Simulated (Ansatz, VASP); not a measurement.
**Ru3Pt in VASP and in Ansatz**

```
CELL_PARAMETERS angstrom
4.89171 0.00000 0.00000
0.00000 4.89171 0.00000
0.00000 0.00000 4.89171
ATOMIC_POSITIONS crystal
Ru 0.25000 0.00000 0.50000
Ru 0.75000 0.00000 0.50000
Ru 0.50000 0.25000 0.00000
Ru 0.50000 0.75000 0.00000
Ru 0.00000 0.50000 0.25000
Ru 0.00000 0.50000 0.75000
Pt 0.00000 0.00000 0.00000
Pt 0.50000 0.50000 0.50000
```

Alike in both runs: functional PBE; k mesh 8 × 8 × 8; occupations gaussian, width 0.1 eV; no spin polarisation.

Ansatz relaxed the structure, and its values are those at the end. VASP's run is a single point on that final structure, the one shown.

|  | VASP | Ansatz |
| --- | --- | --- |
| version | VASP 6.6.1 | Ansatz 0.2.0 |
| potentials or method | VASP PAW PBE potentials, release 64 (Ru_pv, Pt), cutoff 500 eV | scalar-relativistic, plane waves, PAW |
| valence electrons in the cell | 104 | 132 |

|  | VASP | Ansatz | Ansatz less VASP |
| --- | --- | --- | --- |
| gap on the k mesh at the Fermi level (eV) | none | none | - |
| pressure (GPa) | -0.2 | 0.0 | +0.17 |

A gap of «none» marks a metal or a gap that the smearing closes. VASP's potentials hold 104 valence electrons a cell and Ansatz's 132, so a difference there can come from the potentials and not from the codes.

Spin-orbit coupling is off throughout.
